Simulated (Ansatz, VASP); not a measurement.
# Two plane-wave programs on AlRu

The input INCAR:

```
SYSTEM = AlRu
  PREC = Accurate
  ENCUT = 520
  EDIFF = 1E-7
  ISMEAR = 0
  SIGMA = 0.15
  LREAL = .False.
  LASPH = .True.
  NELM = 100
  ALGO = Fast
  ISIF = 2
  LWAVE = .False.
  LCHARG = .True.
  GGA = PS
  LELF = .True.
  LVHAR = .True.
  NBANDS = 16
```

KPOINTS

```
regular mesh
0
Gamma
  20 20 20
  0 0 0
```

POSCAR

```
AlRu
1.0
    2.9764078218      0.0000000000      0.0000000000
    0.0000000000      2.9764078218      0.0000000000
    0.0000000000      0.0000000000      2.9764078218
Al Ru
1 1
Direct
    0.0000000000      0.0000000000     -0.0755944795
    0.5000000000      0.5000000000      0.5000000000
```

Input for Ansatz:

```yaml
crystal:
  lattice:
    - [2.9764078218, 0.0, 0.0]
    - [0.0, 2.9764078218, 0.0]
    - [0.0, 0.0, 2.9764078218]
  atoms:
    - { symbol: Al, position: [0.0, 0.0, -0.0755944795] }
    - { symbol: Ru, position: [0.5, 0.5, 0.5] }
basis:
  ecutwfc: 420
kpoints:
  mp_grid: { grid: [20, 20, 20] }
hamiltonian:
  xc: pbesol
scf:
  occupations: { method: gaussian, width: 0.15 }
output:
  forces: true
  stress: true
  eigenvalues: true
```

Alike in both runs: task single point; functional PBEsol; k mesh 20 × 20 × 20; occupations gaussian, width 0.15 eV; no spin polarisation.

|  | VASP | Ansatz |
| --- | --- | --- |
| version | VASP 6.6.1 | Ansatz 0.2.0 |
| potentials or method | VASP PAW PBE potentials, release 64 (Al, Ru_pv), cutoff 520 eV | scalar-relativistic, plane waves, PAW |
| valence electrons in the cell | 17 | 19 |

Ansatz gave:

- gap on the k mesh at the Fermi level (eV): none
- pressure (GPa): 3.9
- traceless stress, the component that is largest in VASP (GPa): -2.87
- rms of the force components (eV/Å): 1.036

Which values does VASP return?

gap on the k mesh at the Fermi level (eV): none; pressure (GPa): 4.1; traceless stress, the component that is largest in VASP (GPa): -2.92; rms of the force components (eV/Å): 1.046.

VASP's potentials were made for PBE, not for PBEsol. Atom by atom the forces differ by 0.010 eV/Å (rms over components). A gap of «none» marks a metal or a gap that the smearing closes. With one functional, cell and mesh, what is left measures potentials, basis and numerics. VASP's potentials hold 17 valence electrons a cell and Ansatz's 19, so a difference there can come from the potentials and not from the codes.
